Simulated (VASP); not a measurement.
# Cu (Im-3m) in VASP: notebook

Cu is run at these levels: LDA; tasks: single point.

All numbers are computed with VASP 6.6.1; they aren't measurements. Logs are shortened: lines on timing, memory, paths and dates and some standing lists are left out, and cuts for length are marked.

## 1. The cell of the first run

It takes space group Im-3m (No. 229, cubic). Conventional cell: a = 2.782 Å, b = 2.782 Å, c = 2.782 Å, α = 90.00°, β = 90.00°, γ = 90.00°. Cu (site symmetry m-3m) has 14 Cu at 2.41 to 2.78 Å within 3.2 Å.

## 2. Single point, LDA

The input, INCAR:

```
PREC     = Accurate       # precision mode
ENCUT    = 600            # plane-wave cutoff, eV
EDIFF    = 1E-6           # SCF threshold, eV
ISMEAR   = 0              # smearing method
SIGMA    = 0.1            # smearing width, eV
LREAL    = False          # projectors in reciprocal space
LASPH    = True           # aspherical terms in the spheres
NELM     = 120            # most SCF steps
ALGO     = Normal         # electronic algorithm
ISIF     = 2              # what is computed and relaxed
LWAVE    = False          # write WAVECAR
LCHARG   = False          # write CHGCAR
GGA      = CA             # functional
NBANDS   = 12             # bands
GGA_COMPAT= False
```

The input, KPOINTS:

```
regular mesh
0
Gamma
  13 13 13
```

The input, POSCAR:

```
Cu
1.0
   -1.3908327224      1.3908327224      1.3908327224
    1.3908327224     -1.3908327224      1.3908327224
    1.3908327224      1.3908327224     -1.3908327224
Cu
1
Direct
    0.0000000000      0.0000000000      0.0000000000
```

Potentials or basis: VASP PAW LDA potentials, release 64 (Cu).

Started as:

```
$ cat potpaw_LDA.64/Cu/POTCAR > POTCAR
$ mpirun -np 1 vasp_std > vasp.out
```

OUTCAR:

```text
PREC = Accurate
   ENCUT = 600
   EDIFF = 1E-6
   ISMEAR = 0
   LREAL = False
   LASPH = True
   NELM = 120
   ISIF = 2
   GGA = CA

 ion  position               nearest neighbor table
   1  0.000  0.000  0.000-

  LATTYP: Found a body centered cubic cell.
 ALAT       =     2.7816654448

  Lattice vectors:

 A1 = (  -1.3908327224,   1.3908327224,   1.3908327224)
 A2 = (   1.3908327224,  -1.3908327224,   1.3908327224)
 A3 = (   1.3908327224,   1.3908327224,  -1.3908327224)

Analysis of symmetry for initial positions (statically):
=====================================================================
 Subroutine PRICEL returns:
 Original cell was already a primitive cell.

 Routine SETGRP: Setting up the symmetry group for a
 body centered cubic supercell.

 Subroutine GETGRP returns: Found 48 space group operations
 (whereof 48 operations were pure point group operations)
 out of a pool of 48 trial point group operations.

The static configuration has the point symmetry O_h .

Analysis of symmetry for dynamics (positions and initial velocities):
=====================================================================
 Subroutine PRICEL returns:
 Original cell was already a primitive cell.

 Routine SETGRP: Setting up the symmetry group for a
 body centered cubic supercell.

 Subroutine GETGRP returns: Found 48 space group operations
 (whereof 48 operations were pure point group operations)
 out of a pool of 48 trial point group operations.

The dynamic configuration has the point symmetry O_h .

 Subroutine INISYM returns: Found 48 space group operations
 (whereof 48 operations are pure point group operations),
 and found     1 'primitive' translations

----------------------------------------------------------------------------------------

                                     Primitive cell

  volume of cell :      10.7618

  direct lattice vectors                    reciprocal lattice vectors
    -1.390832722  1.390832722  1.390832722     0.000000000  0.359496863  0.359496863
     1.390832722 -1.390832722  1.390832722     0.359496863  0.000000000  0.359496863
     1.390832722  1.390832722 -1.390832722     0.359496863  0.359496863  0.000000000

  length of vectors
     2.408992940  2.408992940  2.408992940     0.508405339  0.508405339  0.508405339

[... 81 lines left out ...]
   NSW    =      0    number of steps for IOM
   IBRION =     -1    ionic relax: 0-MD 1-quasi-New 2-CG
   NFREE  =      0    steps in history (QN), initial steepest desc. (CG)
   ISIF   =      2    stress and relaxation
   ISYM   =      2    0-nonsym 1-usesym 2-fastsym
   POTIM  = 0.5000    time-step for ionic-motion
   TEBEG  =    0.0;   TEEND  =   0.0 temperature during run
   PSTRESS=    0.0 pullay stress
   NELECT =      11.0000    total number of electrons
   NUPDOWN=      -1.0000    fix difference up-down
   EMIN   =  10.00;   EMAX   =-10.00  energy-range for DOS
   EFERMI =   0.00;   METHOD = LEGACY
   ISMEAR =     0;   SIGMA  =   0.10  broadening in eV -4-tet -1-fermi 0-gaus
   EFERMI_NEDOS =   21; number of points for ismear=-14 and -15
   IALGO  =     38    algorithm
   IMIX   =      4    mixing-type and parameters
     AMIX     =   0.40;   BMIX     =  1.00
     AMIX_MAG =   1.60;   BMIX_MAG =  1.00
  volume/ion in A,a.u.               =      10.76        72.62
  Fermi-wavevector in a.u.,A,eV,Ry     =   1.649089  3.116327 37.000981  2.719495
  Thomas-Fermi vector in A             =   2.738268
   LORBIT       =      0    0 simple, 1 ext, 2 COOP (PROOUT), +10 PAW based schemes
   GGA     = CA    functional components
   LHFCALC =     F    Hartree Fock is set to
   AEXX    =    0.0000 exact exchange contribution
   IVDW    =     0    specifies the selected vdW correction
   LEPSILON=     F    determine dielectric tensor
   LRPA    =     F    only Hartree local field effects (RPA)
 non-spin polarized calculation
 Gauss-broadening in eV      SIGMA  =   0.10
  energy-cutoff  :      600.00
  volume of cell :       10.76
 maximum number of plane-waves:       370
   NGX =  9   NGY =  9   NGZ =  9

 number of electron      11.0000014 magnetization

 Free energy of the ion-electron system (eV)
  ---------------------------------------------------
  ext. energy  EPLUGINS =         0.00000000
  ---------------------------------------------------
  free energy    TOTEN  =        -4.67024215 eV

  energy without entropy =       -4.66825127  energy(sigma->0) =       -4.66924671

 E-fermi :   8.5288     XC(G=0): -13.6567

 val. band max:        8.4570139915   @ k =  -0.3846   0.4615   0.0769
 cond. band min:       8.5535160692   @ k =   0.4615   0.0769   0.0000
 fundamental gap:      0.0965020777
 Fermi energy:         8.5288037262

 k-point     1 :       0.0000    0.0000    0.0000
  band No.  band energies     occupation
      1      -1.5095      2.00000
      2       5.1035      2.00000
      3       5.1035      2.00000
      4       5.1035      2.00000
      5       6.2850      2.00000
      6       6.2850      2.00000
      7      34.5909      0.00000
      8      34.5909      0.00000
      9      34.5909      0.00000
     10      39.0426      0.00000
     11      39.0608      0.00000
     12      39.0628      0.00000
[... 331 lines left out ...]
 k-point    24 :       0.2308    0.0769    0.0769
  band No.  band energies     occupation
      1       2.1996      2.00000
      2       4.4799      2.00000
      3       4.7720      2.00000
      4       6.1898      2.00000
      5       6.3510      2.00000
      6       6.9716      2.00000
      7      20.3300      0.00000
      8      25.2262      0.00000
      9      26.0920      0.00000
     10      35.6688      0.00000
     11      38.5683      0.00000
     12      41.6152      0.00000

 [... further k-points ...]

------------------------ aborting loop because EDIFF is reached ----------------------------------------

  FORCE on cell =-STRESS in cart. coord.  units (eV):
  Direction    XX          YY          ZZ          XY          YZ          ZX
  --------------------------------------------------------------------------------------
  -------------------------------------------------------------------------------------
  Total        0.2510853      0.2510853      0.2510853     -0.0000000      0.0000000      0.0000000
  in kB       37.3806854     37.3806854     37.3806854     -0.0000000      0.0000000      0.0000000
  external PRESSURE =      37.3806854 kB  Pullay stress =       0.0000000 kB

 VOLUME and BASIS-vectors are now :
 -----------------------------------------------------------------------------
  energy-cutoff  :      600.00
  volume of cell :       10.76
      direct lattice vectors                 reciprocal lattice vectors
    -1.390832722  1.390832722  1.390832722     0.000000000  0.359496863  0.359496863
     1.390832722 -1.390832722  1.390832722     0.359496863  0.000000000  0.359496863
     1.390832722  1.390832722 -1.390832722     0.359496863  0.359496863  0.000000000

 POSITION                                       TOTAL-FORCE (eV/Angst)
 -----------------------------------------------------------------------------------
      0.00000      0.00000      0.00000         0.000000      0.000000     -0.000000
 -----------------------------------------------------------------------------------
    total drift:                                0.000000     -0.000000      0.000000

  FREE ENERGIE OF THE ION-ELECTRON SYSTEM (eV)
  ---------------------------------------------------
  free  energy   TOTEN  =        -4.6702421495 eV

  energy  without entropy=       -4.6682512737  energy(sigma->0) =       -4.66924671
```

Wall time 7.9 s (1 thread of AMD EPYC 9R45 (Zen 5), shared host); peak memory 0.09 GiB.

Results:

| Quantity | Value |
| --- | --- |
| Free energy | -4.6702 eV |
| Pressure | 3.7 GPa |

Levels at points of the mesh, in eV from the Fermi level:
| k point | band 1 | band 2 | band 3 | band 4 | band 5 | band 6 | band 7 | band 8 | band 9 | band 10 |
| --- | --- | --- | --- | --- | --- | --- | --- | --- | --- | --- |
| (0.00, 0.00, 0.00) | -10.04 | -3.43 | -3.43 | -3.43 | -2.24 | -2.24 | 26.06 | 26.06 | 26.06 | 30.51 |

## 3. Single point, LDA

This run uses another cell than the first one, of 10.93 Å³/atom, 1.015 times its volume.

The input, INCAR:

```
SYSTEM = Cu
PREC     = Accurate       ! precision mode
ENCUT    = 600            ! plane-wave cutoff, eV
EDIFF    = 1E-6           ! SCF threshold, eV
ISMEAR   = 0              ! smearing method
SIGMA    = 0.1            ! smearing width, eV
LREAL    = .False.        ! projectors in reciprocal space
LASPH    = .True.         ! aspherical terms in the spheres
NELM     = 120            ! most SCF steps
ALGO     = Normal         ! electronic algorithm
ISIF     = 2              ! what is computed and relaxed
LWAVE    = .False.        ! write WAVECAR
LCHARG   = .False.        ! write CHGCAR
GGA      = CA             ! functional
NBANDS   = 12             ! bands
GGA_COMPAT= .False.
```

The input, KPOINTS:

```
regular mesh
0
Gamma
  13 13 13
  0 0 0
```

The input, POSCAR:

```
Cu
1.0
   -1.3978572492      1.3978572492      1.3978572492
    1.3978572492     -1.3978572492      1.3978572492
    1.3978572492      1.3978572492     -1.3978572492
Cu
1
Direct
    0.0000000000      0.0000000000      0.0000000000
```

Potentials or basis: VASP PAW LDA potentials, release 64 (Cu).

Started as:

```
$ cat potpaw_LDA.64/Cu/POTCAR > POTCAR
$ mpirun -np 1 vasp_std > vasp.out
```

It took 7.5 s on 1 thread of AMD EPYC 9R45 (Zen 5), shared host; peak memory 0.09 GiB.

It converged, with:

```yaml
Free_energy: -4.6726 eV
Pressure: 0.8 GPa
```

Levels at points of the mesh, in eV from the Fermi level:
| k point | band 3 | band 4 | band 5 | band 6 | band 7 | band 8 |
| --- | --- | --- | --- | --- | --- | --- |
| (0.00, 0.00, 0.00) | -3.37 | -3.37 | -2.22 | -2.22 | 25.92 | 25.92 |

## 4. Single point, LDA

This run uses another cell than the first one, of 11.09 Å³/atom, 1.030 times its volume.

The input, INCAR:

```
PREC = Accurate ; ENCUT = 600
EDIFF = 1E-6 ; ISMEAR = 0
SIGMA = 0.1 ; LREAL = False
LASPH = True ; NELM = 120
ALGO = Normal ; ISIF = 2
LWAVE = False ; LCHARG = False
NBANDS = 12 ; GGA_COMPAT = False
```

The input, KPOINTS:

```
Automatic mesh
0
Gamma
  13 13 13
```

The input, POSCAR:

```
Cu
1.0
   -1.4048118774      1.4048118774      1.4048118774
    1.4048118774     -1.4048118774      1.4048118774
    1.4048118774      1.4048118774     -1.4048118774
Cu
1
Direct
    0.0000000000      0.0000000000      0.0000000000
```

Potentials or basis: VASP PAW LDA potentials, release 64 (Cu).

Started as:

```
$ cat potpaw_LDA.64/Cu/POTCAR > POTCAR
$ mpirun -np 1 vasp_std > vasp.out
```

OUTCAR:

```text
PREC = Accurate
   ENCUT = 600
   EDIFF = 1E-6
   ISMEAR = 0
   LREAL = False
   LASPH = True
   NELM = 120
   ISIF = 2

 ion  position               nearest neighbor table
   1  0.000  0.000  0.000-

  LATTYP: Found a body centered cubic cell.
 ALAT       =     2.8096237548

  Lattice vectors:

 A1 = (  -1.4048118774,   1.4048118774,   1.4048118774)
 A2 = (   1.4048118774,  -1.4048118774,   1.4048118774)
 A3 = (   1.4048118774,   1.4048118774,  -1.4048118774)

Analysis of symmetry for initial positions (statically):
=====================================================================
 Subroutine PRICEL returns:
 Original cell was already a primitive cell.

 Routine SETGRP: Setting up the symmetry group for a
 body centered cubic supercell.

 Subroutine GETGRP returns: Found 48 space group operations
 (whereof 48 operations were pure point group operations)
 out of a pool of 48 trial point group operations.

The static configuration has the point symmetry O_h .

Analysis of symmetry for dynamics (positions and initial velocities):
=====================================================================
 Subroutine PRICEL returns:
 Original cell was already a primitive cell.

[... 167 lines left out ...]
      6       5.9314      2.00000
      7      33.8965      0.00000
      8      33.8965      0.00000
      9      33.8965      0.00000
     10      37.8818      0.00000
     11      37.8818      0.00000
     12      37.8818      0.00000
[... 331 lines left out ...]
 k-point    24 :       0.2308    0.0769    0.0769
  band No.  band energies     occupation
      1       1.9678      2.00000
      2       4.2062      2.00000
      3       4.4873      2.00000
      4       5.8397      2.00000
      5       5.9935      2.00000
      6       6.5903      2.00000
      7      19.6779      0.00000
      8      24.5497      0.00000
      9      25.2852      0.00000
     10      34.8743      0.00000
     11      37.5744      0.00000
     12      40.6240      0.00000

 [... further k-points ...]

------------------------ aborting loop because EDIFF is reached ----------------------------------------

  FORCE on cell =-STRESS in cart. coord.  units (eV):
  Direction    XX          YY          ZZ          XY          YZ          ZX
  --------------------------------------------------------------------------------------
  -------------------------------------------------------------------------------------
  Total       -0.1272905     -0.1272905     -0.1272905     -0.0000000     -0.0000000     -0.0000000
  in kB      -18.3904349    -18.3904349    -18.3904349     -0.0000000     -0.0000000     -0.0000000
  external PRESSURE =     -18.3904349 kB  Pullay stress =       0.0000000 kB

 VOLUME and BASIS-vectors are now :
 -----------------------------------------------------------------------------
  energy-cutoff  :      600.00
  volume of cell :       11.09
      direct lattice vectors                 reciprocal lattice vectors
    -1.404811877  1.404811877  1.404811877     0.000000000  0.355919542  0.355919542
     1.404811877 -1.404811877  1.404811877     0.355919542  0.000000000  0.355919542
     1.404811877  1.404811877 -1.404811877     0.355919542  0.355919542  0.000000000

 POSITION                                       TOTAL-FORCE (eV/Angst)
 -----------------------------------------------------------------------------------
      0.00000      0.00000      0.00000         0.000000      0.000000     -0.000000
 -----------------------------------------------------------------------------------
    total drift:                               -0.000000     -0.000000      0.000000

  FREE ENERGIE OF THE ION-ELECTRON SYSTEM (eV)
  ---------------------------------------------------
  free  energy   TOTEN  =        -4.6721376302 eV

  energy  without entropy=       -4.6700490224  energy(sigma->0) =       -4.67109333
```

OSZICAR:

```text
N       E                     dE             d eps       ncg     rms          rms(c)
DAV:   1     0.465746414174E+02    0.46575E+02   -0.58210E+03  2240   0.180E+03
DAV:   2    -0.403452392038E+01   -0.50609E+02   -0.46916E+02  2092   0.225E+02
DAV:   3    -0.565773417131E+01   -0.16232E+01   -0.15769E+01  2320   0.452E+01
DAV:   4    -0.566853441210E+01   -0.10800E-01   -0.10799E-01  2272   0.322E+00
DAV:   5    -0.566863298826E+01   -0.98576E-04   -0.98573E-04  2352   0.315E-01    0.788E+00
DAV:   6    -0.503461093226E+01    0.63402E+00   -0.14201E+01  2344   0.760E+01    0.370E+00
DAV:   7    -0.469018433472E+01    0.34443E+00   -0.21689E+00  2384   0.297E+01    0.673E-01
DAV:   8    -0.467308261310E+01    0.17102E-01   -0.89272E-03  2656   0.975E-01    0.217E-01
DAV:   9    -0.467212473644E+01    0.95788E-03   -0.41530E-03  2604   0.111E+00    0.142E-02
DAV:  10    -0.467213607768E+01   -0.11341E-04   -0.26195E-05  2556   0.788E-02    0.389E-03
DAV:  11    -0.467213763189E+01   -0.15542E-05   -0.54451E-07  1584   0.892E-03    0.572E-04
DAV:  12    -0.467213763020E+01    0.16969E-08   -0.70396E-08  1144   0.358E-03
   1 F= -.46721376E+01 E0= -.46710933E+01  d E =-.208861E-02
```

Run time: 7.3 s. Hardware: 1 thread of AMD EPYC 9R45 (Zen 5), shared host; peak memory 0.09 GiB.

What came out:

```
Free energy : -4.6721 eV
Pressure    : -1.8 GPa
```

Levels at points of the mesh, in eV from the Fermi level:
```csv
k point,band 3,band 4,band 5,band 6,band 7,band 8
"(0.00, 0.00, 0.00)",-3.32,-3.32,-2.19,-2.19,25.77,25.77
```

## 5. The runs side by side

```csv
cell,gap on the mesh (eV),pressure (GPa)
"a = 2.409 Å, angles 109.5°, 1 atom",none,3.7
"a = 2.421 Å, angles 109.5°, 1 atom",none,0.8
"a = 2.433 Å, angles 109.5°, 1 atom",none,-1.8
```

Alike in all rows: task single point; level LDA; potentials or basis VASP PAW LDA potentials, release 64 (Cu); no spin polarisation; k mesh 13 × 13 × 13; cutoff (eV) 600; smearing gaussian 0.1 eV.

Absolute energies hang on the potentials; compare differences alone.
